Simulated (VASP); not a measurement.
# Al (P3m1) in VASP: a series of runs

Runs on Al. Level: PBEsol. Tasks: single point.

All numbers are computed with VASP 6.6.1; they aren't measurements. Logs are shortened: lines on timing, memory, paths and dates and some standing lists are left out, and cuts for length are marked.

### 1 The cell of the first run

Symmetry: P3m1, No. 156, trigonal system. The conventional cell has a = 2.836 Å, b = 2.836 Å, c = 9.322 Å, α = 90.00°, β = 90.00°, γ = 120.00°. Within 3.1 Å of Al (site symmetry 3m) lie 9 Al at 2.38 to 2.84 Å. Within 3.7 Å of Al (site symmetry 3m) lie 12 Al at 2.84 to 3.36 Å. Al (site symmetry 3m) has 12 Al at 2.84 to 2.85 Å within 3.7 Å. Within 3.1 Å of Al (site symmetry 3m) lie 12 Al at 2.38 to 2.85 Å.

### 2 Single point, PBEsol (atom 1 (Al) moved -0.600 Å along Cartesian [0 0 1])

INCAR

```
SYSTEM = Al
ALGO = Fast ; EDIFF = 1E-7
ENCUT = 520 ; GGA = PS
ISIF = 2 ; ISMEAR = 0
LASPH = .TRUE. ; LCHARG = .TRUE.
LELF = .TRUE. ; LREAL = .FALSE.
LVHAR = .TRUE. ; LWAVE = .FALSE.
NBANDS = 14 ; NELM = 100
PREC = Accurate ; SIGMA = 0.15
```

KPOINTS

```
k-points
0
G
  18 18 6
  0 0 0
```

POSCAR

```
Al
1.0
    2.8362844918      0.0000000000      0.0000000000
   -1.4181422459      2.4562944222      0.0000000000
    0.0000000000      0.0000000000      9.3221494563
Al
4
Direct
    0.0000000000      0.0000000000     -0.0643628385
    0.3333333333      0.6666666667      0.2500000000
    0.0000000000      0.0000000000      0.5000000000
    0.6666666667      0.3333333333      0.7500000000
```

Potentials or basis: VASP PAW PBE potentials, release 64 (Al).

Launch:

```
cat potpaw_PBE.64/Al/POTCAR > POTCAR
mpirun -np 1 vasp_std > vasp.out
```

OUTCAR:

```text
SYSTEM = Al
   EDIFF = 1E-7
   ENCUT = 520
   GGA = PS
   ISIF = 2
   ISMEAR = 0
   LASPH = .TRUE.
   LREAL = .FALSE.
   NELM = 100
   PREC = Accurate

 ion  position               nearest neighbor table
   1  0.000  0.000  0.936-   4 2.38   4 2.38   4 2.38   2 3.36   2 3.36   2 3.36
   2  0.333  0.667  0.250-   3 2.85   3 2.85   3 2.85   1 3.36   1 3.36   1 3.36
   3  0.000  0.000  0.500-   2 2.85   4 2.85   2 2.85   4 2.85   4 2.85   2 2.85
   4  0.667  0.333  0.750-   1 2.38   1 2.38   1 2.38   3 2.85   3 2.85   3 2.85

  LATTYP: Found a hexagonal cell.
 ALAT       =     2.8362844918
 C/A-ratio  =     3.2867469689

  Lattice vectors:

 A1 = (   2.8362844918,   0.0000000000,   0.0000000000)
 A2 = (  -1.4181422459,   2.4562944222,   0.0000000000)
 A3 = (   0.0000000000,   0.0000000000,   9.3221494563)

Analysis of symmetry for initial positions (statically):
=====================================================================
 Subroutine PRICEL returns:
 Original cell was already a primitive cell.

 Routine SETGRP: Setting up the symmetry group for a
 hexagonal supercell.

 Subroutine GETGRP returns: Found  6 space group operations
 (whereof  6 operations were pure point group operations)
 out of a pool of 24 trial point group operations.

The static configuration has the point symmetry C_3v.

Analysis of symmetry for dynamics (positions and initial velocities):
=====================================================================
 Subroutine PRICEL returns:
 Original cell was already a primitive cell.

 Routine SETGRP: Setting up the symmetry group for a
 hexagonal supercell.

 Subroutine GETGRP returns: Found  6 space group operations
 (whereof  6 operations were pure point group operations)
 out of a pool of 24 trial point group operations.

The dynamic configuration has the point symmetry C_3v.

 Subroutine INISYM returns: Found  6 space group operations
 (whereof  6 operations are pure point group operations),
 and found     1 'primitive' translations

----------------------------------------------------------------------------------------

                                     Primitive cell

  volume of cell :      64.9451

  direct lattice vectors                    reciprocal lattice vectors
     2.836284492  0.000000000  0.000000000     0.352573941  0.203558660  0.000000000
    -1.418142246  2.456294422  0.000000000     0.000000000  0.407117319  0.000000000
     0.000000000  0.000000000  9.322149456     0.000000000  0.000000000  0.107271398

  length of vectors
     2.836284492  2.836284492  9.322149456     0.407117319  0.407117319  0.107271398

  position of ions in fractional coordinates (direct lattice)
     0.000000000  0.000000000  0.935637161
     0.333333333  0.666666667  0.250000000
     0.000000000  0.000000000  0.500000000
     0.666666667  0.333333333  0.750000000

  ion indices of the primitive-cell ions
   primitive index   ion index
                 1           1
                 2           2
                 3           3
                 4           4

----------------------------------------------------------------------------------------

 KPOINTS: k-points

Automatic generation of k-mesh.
 Grid dimensions read from file:
 generate k-points for:   18   18    6

 Generating k-lattice:

  Cartesian coordinates                     Fractional coordinates (reciprocal lattice)
     0.019587441  0.011308814  0.000000000     0.055555556  0.000000000  0.000000000
     0.000000000  0.022617629  0.000000000     0.000000000  0.055555556  0.000000000
     0.000000000  0.000000000  0.017878566     0.000000000  0.000000000  0.166666667

  Length of vectors
     0.022617629  0.022617629  0.017878566

  Shift w.r.t. Gamma in fractional coordinates (k-lattice)
     0.000000000  0.000000000  0.000000000

 Subroutine IBZKPT returns following result:
 ===========================================

 Found    202 irreducible k-points:

 Following reciprocal coordinates:
            Coordinates               Weight
  0.000000  0.000000  0.000000      1.000000
  0.055556  0.000000  0.000000      6.000000
  0.111111  0.000000  0.000000      6.000000
  0.166667  0.000000  0.000000      6.000000
  0.222222  0.000000  0.000000      6.000000
  0.277778  0.000000  0.000000      6.000000
[... 16 lines left out ...]
  0.333333  0.111111  0.000000     12.000000
  0.388889  0.111111  0.000000     12.000000
 [... further k-points ...]
   k-points           NKPTS =    202   k-points in BZ     NKDIM =    202   number of bands    NBANDS=     14
   number of dos      NEDOS =    301   number of ions     NIONS =      4
   total plane-waves  NPLWV =  40320
   dimension x,y,z NGX =    24 NGY =   24 NGZ =   70
   dimension x,y,z NGXF=    48 NGYF=   48 NGZF=  140
   ions per type =               4
   NGX,Y,Z   is equivalent  to a cutoff of  14.07, 14.07, 12.48 a.u.
   NGXF,Y,Z  is equivalent  to a cutoff of  28.13, 28.13, 24.97 a.u.
 SYSTEM =  Al
   PREC   = accura    normal or accurate (medium, high low for compatibility)
   ISTART =      0    job   : 0-new  1-cont  2-samecut
   ICHARG =      2    charge: 1-file 2-atom 10-const
   ISPIN  =      1    spin polarized calculation?
   LNONCOLLINEAR =      F non collinear calculations
   LSORBIT =      F    spin-orbit coupling
   LASPH  =      T    aspherical Exc in radial PAW
   ENCUT  =  520.0 eV  38.22 Ry    6.18 a.u.   5.27  5.27 17.33*2*pi/ulx,y,z
   NELM   =    100;   NELMIN=  2; NELMDL= -5     # of ELM steps
   EDIFF  = 0.1E-06   stopping-criterion for ELM
   LREAL  =      F    real-space projection
   EDIFFG = 0.1E-05   stopping-criterion for IOM
   NSW    =      0    number of steps for IOM
   IBRION =     -1    ionic relax: 0-MD 1-quasi-New 2-CG
   NFREE  =      0    steps in history (QN), initial steepest desc. (CG)
   ISIF   =      2    stress and relaxation
   ISYM   =      2    0-nonsym 1-usesym 2-fastsym
   POTIM  = 0.5000    time-step for ionic-motion
   TEBEG  =    0.0;   TEEND  =   0.0 temperature during run
   PSTRESS=    0.0 pullay stress
   NELECT =      12.0000    total number of electrons
   NUPDOWN=      -1.0000    fix difference up-down
   EMIN   =  10.00;   EMAX   =-10.00  energy-range for DOS
   EFERMI =   0.00;   METHOD = LEGACY
   ISMEAR =     0;   SIGMA  =   0.15  broadening in eV -4-tet -1-fermi 0-gaus
   EFERMI_NEDOS =   21; number of points for ismear=-14 and -15
   IALGO  =     68    algorithm
   IMIX   =      4    mixing-type and parameters
     AMIX     =   0.40;   BMIX     =  1.00
     AMIX_MAG =   1.60;   BMIX_MAG =  1.00
  volume/ion in A,a.u.               =      16.24       109.57
  Fermi-wavevector in a.u.,A,eV,Ry     =   0.932438  1.762052 11.829450  0.869440
  Thomas-Fermi vector in A             =   2.059035
   LORBIT       =      0    0 simple, 1 ext, 2 COOP (PROOUT), +10 PAW based schemes
   GGA     = PS    functional components
   LHFCALC =     F    Hartree Fock is set to
   AEXX    =    0.0000 exact exchange contribution
   IVDW    =     0    specifies the selected vdW correction
   LEPSILON=     F    determine dielectric tensor
   LRPA    =     F    only Hartree local field effects (RPA)
 non-spin polarized calculation
 RMM-DIIS sequential band-by-band and
 Gauss-broadening in eV      SIGMA  =   0.15
  energy-cutoff  :      520.00
  volume of cell :       64.95
 maximum number of plane-waves:      1772
 NGX is ok and might be reduce to    24
   NGX = 11   NGY = 11   NGZ = 35

 number of electron      12.0000000 magnetization

 Free energy of the ion-electron system (eV)
  ---------------------------------------------------
  ext. energy  EPLUGINS =         0.00000000
  ---------------------------------------------------
  free energy    TOTEN  =       -15.20287035 eV

  energy without entropy =      -15.18621168  energy(sigma->0) =      -15.19454102

 E-fermi :   8.0410     XC(G=0): -10.2599

 val. band max:        8.0324053543   @ k =  -0.2222  -0.4444   0.3333
 cond. band min:       8.0433060493   @ k =   0.3333   0.3333   0.3333
 fundamental gap:      0.0109006950
 Fermi energy:         8.0410277732

 k-point     1 :       0.0000    0.0000    0.0000
  band No.  band energies     occupation
      1      -3.7270      2.00000
      2      -2.0469      2.00000
      3      -0.7027      2.00000
      4       3.5587      2.00000
      5       3.7402      2.00000
      6      11.1939      0.00000
      7      11.7649      0.00000
      8      17.6624      0.00000
      9      17.6624      0.00000
     10      18.3090      0.00000
     11      18.3090      0.00000
     12      19.7722      0.00000
     13      19.7784      0.00000
     14      19.8165      0.00000

 k-point     2 :       0.0556    0.0000    0.0000
  band No.  band energies     occupation
      1      -3.6519      2.00000
      2      -1.9721      2.00000
      3      -0.6281      2.00000
      4       3.6314      2.00000
      5       3.8107      2.00000
      6      11.2572      0.00000
      7      11.8135      0.00000
      8      16.3639      0.00000
      9      16.8787      0.00000
     10      18.0859      0.00000
     11      18.3762      0.00000
     12      18.7047      0.00000
     13      19.2154      0.00000
     14      19.4208      0.00000

 k-point     3 :       0.1111    0.0000    0.0000
  band No.  band energies     occupation
      1      -3.4270      2.00000
      2      -1.7479      2.00000
      3      -0.4045      2.00000
      4       3.8486      2.00000
      5       4.0219      2.00000
      6      11.4425      0.00000
      7      11.9283      0.00000
      8      14.4749      0.00000
      9      15.9578      0.00000
     10      16.1150      0.00000
     11      17.2637      0.00000
     12      17.7787      0.00000
     13      17.8876      0.00000
     14      19.1313      0.00000

 k-point     4 :       0.1667    0.0000    0.0000
  band No.  band energies     occupation
      1      -3.0530      2.00000
      2      -1.3752      2.00000
      3      -0.0328      2.00000
      4       4.2072      2.00000
      5       4.3735      2.00000
      6      11.6363      0.00000
      7      11.8349      0.00000
      8      12.9327      0.00000
      9      14.1579      0.00000
     10      15.1472      0.00000
     11      15.3333      0.00000
     12      16.9517      0.00000
     13      16.9541      0.00000
     14      18.3416      0.00000

 k-point     5 :       0.2222    0.0000    0.0000
  band No.  band energies     occupation
      1      -2.5315      2.00000
      2      -0.8553      2.00000
      3       0.4857      2.00000
      4       4.7006      2.00000
      5       4.8639      2.00000
      6      10.2379      0.00000
      7      11.7175      0.00000
      8      12.4551      0.00000
      9      13.0337      0.00000
     10      13.4948      0.00000
     11      14.4595      0.00000
[... 276 lines left out ...]
 k-point    22 :       0.2778    0.1111    0.0000
  band No.  band energies     occupation
      1      -0.8351      2.00000
      2       0.8376      2.00000
      3       2.1710      2.00000
      4       6.0164      2.00000
      5       6.4386      2.00000
      6       7.2717      2.00000
      7       8.6443      0.00000
      8       9.8959      0.00000
      9      10.6798      0.00000
     10      12.2943      0.00000
     11      13.5683      0.00000
     12      13.7533      0.00000
     13      13.9879      0.00000
     14      14.6518      0.00000

 k-point    23 :       0.3333    0.1111    0.0000
  band No.  band energies     occupation
      1       0.1117      2.00000
      2       1.7830      2.00000
      3       3.1022      2.00000
      4       5.1596      2.00000
      5       6.8014      2.00000
      6       7.3720      2.00000
      7       7.6000      1.99997
      8       8.4044      0.00061
      9      10.2825      0.00000
     10      11.9137      0.00000
     11      12.4706      0.00000
     12      12.6683      0.00000
     13      13.5882      0.00000
     14      14.8862      0.00000

 k-point    24 :       0.3889    0.1111    0.0000
  band No.  band energies     occupation
      1       1.1918      2.00000
      2       2.8597      2.00000
      3       3.6826      2.00000
      4       4.2204      2.00000
      5       5.5144      2.00000
      6       6.8196      2.00000
      7       8.3793      0.00143
      8       8.4871      0.00003
      9       9.9821      0.00000
     10      10.9669      0.00000
     11      11.3584      0.00000
     12      11.9815      0.00000
     13      13.3521      0.00000
     14      15.7300      0.00000

 [... further k-points ...]

------------------------ aborting loop because EDIFF is reached ----------------------------------------

  FORCE on cell =-STRESS in cart. coord.  units (eV):
  Direction    XX          YY          ZZ          XY          YZ          ZX
  --------------------------------------------------------------------------------------
  -------------------------------------------------------------------------------------
  Total        2.4348081      2.4348081      5.1419877      0.0000000     -0.0000000      0.0000000
  in kB       60.0660456     60.0660456    126.8514225      0.0000000     -0.0000000      0.0000000
  external PRESSURE =      82.3278379 kB  Pullay stress =       0.0000000 kB

 VOLUME and BASIS-vectors are now :
 -----------------------------------------------------------------------------
  energy-cutoff  :      520.00
  volume of cell :       64.95
      direct lattice vectors                 reciprocal lattice vectors
     2.836284492  0.000000000  0.000000000     0.352573941  0.203558660  0.000000000
    -1.418142246  2.456294422  0.000000000     0.000000000  0.407117319  0.000000000
     0.000000000  0.000000000  9.322149456     0.000000000  0.000000000  0.107271398

 POSITION                                       TOTAL-FORCE (eV/Angst)
 -----------------------------------------------------------------------------------
      0.00000      0.00000      8.72215         0.000000      0.000000      4.439223
     -0.00000      1.63753      2.33054         0.000000      0.000000     -0.595975
      0.00000      0.00000      4.66107         0.000000     -0.000000     -0.001466
      1.41814      0.81876      6.99161        -0.000000      0.000000     -3.841782
 -----------------------------------------------------------------------------------
    total drift:                                0.000000     -0.000000      0.000000

  FREE ENERGIE OF THE ION-ELECTRON SYSTEM (eV)
  ---------------------------------------------------
  free  energy   TOTEN  =       -15.2028703533 eV

  energy  without entropy=      -15.1862116847  energy(sigma->0) =      -15.19454102
```

Run time: 3.1 min. Hardware: 1 thread of Intel Xeon 6975P-C (Granite Rapids), shared host; peak memory 0.28 GiB.

Results:

```
Free energy            : -15.2029 eV
Pressure               : 8.2 GPa
Largest force          : 4.439 eV/Å
Band gap on the k mesh : zero (bands 6 and 7 overlap by 4.86 eV)
```

Forces in eV/Å, atoms in the order of the input:
```
Al   0.000  0.000  4.439
Al   0.000  0.000 -0.596
Al   0.000  0.000 -0.001
Al   0.000  0.000 -3.842
```

Levels at points of the mesh, in eV from the Fermi level:
| k point | band 3 | band 4 | band 5 | band 6 | band 7 | band 8 | band 9 | band 10 |
| --- | --- | --- | --- | --- | --- | --- | --- | --- |
| (0.00, 0.00, 0.00) | -8.74 | -4.48 | -4.30 | 3.15 | 3.72 | 9.62 | 9.62 | 10.27 |
| (0.50, 0.00, 0.00) | -4.27 | -4.15 | -2.86 | -2.59 | 1.16 | 1.26 | 1.50 | 1.74 |
| (0.00, 0.00, 0.50) | -7.71 | -6.72 | -1.17 | -0.50 | 8.05 | 8.40 | 9.63 | 9.63 |
| (0.50, 0.00, 0.50) | -4.54 | -4.44 | -2.11 | -1.46 | -1.06 | -0.52 | 4.14 | 4.60 |

Caveat: the cell differs from its parent crystal (atom 1 (Al) moved -0.600 Å along Cartesian [0 0 1]); the cell stands under pressure; the PAW data sets were made with another functional, which shifts forces and pressure a little.

[end of part 1 of 3]
